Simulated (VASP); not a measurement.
Crystal: BaZrO3.

```
Ba Zr O
1.0
     4.22726    0.00000    0.00000
     0.00000    4.22726    0.00000
     0.00000    0.00000    4.22726
Ba Zr O
1 1 3
Direct
  0.00000 0.00000 0.00000
  0.50000 0.50000 0.50000
  0.50000 0.50000 0.00000
  0.50000 0.00000 0.50000
  0.00000 0.50000 0.50000
```

```yaml
Program: VASP 6.6.1
Task: relaxation of cell and atoms
Functional: PBEsol
Potentials_or_basis: VASP PAW PBE potentials, release 64 (Ba_sv, Zr_sv, O)
Cutoff: 600 eV
k_mesh: 6 × 6 × 6
Occupations: fermi-dirac, width 0.02 eV
Spin: no spin polarisation
```

At the start: pressure -4.2 GPa; volume 15.11 Å³/atom.

**Question.** Where does the relaxation end?

**Answer.** Over 3 steps the energy falls by 5.4 meV/atom and the volume is 14.71 Å³/atom (-2.7 %); space group Pm-3m (No. 221, to 0.05 Å).

The path:
```csv
step,energy change (eV),largest force (eV/Å),pressure (GPa),volume (Å³)
1,0.0000,0.0000,-4.15,75.54
2,0.0078,0.0000,5.26,71.34
3,-0.0268,0.0000,-0.02,73.53
```

Final structure:
```xyz
5
Lattice="4.1894 0.0000 0.0000 0.0000 4.1894 0.0000 0.0000 0.0000 4.1894" Properties=species:S:1:pos:R:3 pbc="T T T"
Ba    0.0000    0.0000    0.0000
Zr    2.0947    2.0947    2.0947
O     2.0947    2.0947    0.0000
O     2.0947    0.0000    2.0947
O     0.0000    2.0947    2.0947
```

Caveat: the PAW data sets were made with another functional, which shifts forces and pressure a little.
